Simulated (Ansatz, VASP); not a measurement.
## Two plane-wave programs on CaO

```
CELL_PARAMETERS angstrom
-1.66763 1.66763 8.83275
1.66763 -1.66763 8.83275
1.66763 1.66763 -8.83275
ATOMIC_POSITIONS crystal
Ca 0.32040 0.32040 0.00000
Ca 0.67960 0.67960 0.00000
O 0.18181 0.18181 0.00000
O 0.81819 0.81819 0.00000
```

Change from the starting cell: strain +0.0375 x Voigt [0, 0, 1, 0, 0, 0], atoms carried along.

Alike in both runs: task single point; functional PBEsol; k mesh 12 × 12 × 12; occupations gaussian, width 0.05 eV; no spin polarisation.

|  | VASP | Ansatz |
| --- | --- | --- |
| version | VASP 6.6.1 | Ansatz 0.2.0 |
| potentials or method | VASP PAW PBE potentials, release 64 (Ca_sv, O), cutoff 520 eV | scalar-relativistic, plane waves, PAW |
| valence electrons in the cell | 32 | 32 |

Ansatz gave:

| Item | Value |
| --- | --- |
| gap on the k mesh at the Fermi level (eV) | 2.15 |
| least direct gap on the mesh (eV) | 2.15 |
| pressure (GPa) | -3.6 |
| traceless stress, the component that is largest in VASP (GPa) | 0.57 |
| rms of the force components (eV/Å) | 0.231 |

**Question.** What did VASP give for the same quantities?

**Answer.** gap on the k mesh at the Fermi level (eV): 2.13; least direct gap on the mesh (eV): 2.13; pressure (GPa): -3.3; traceless stress, the component that is largest in VASP (GPa): 0.34; rms of the force components (eV/Å): 0.219.

VASP's potentials were made for PBE, not for PBEsol. Atom by atom the forces differ by 0.012 eV/Å (rms over components).
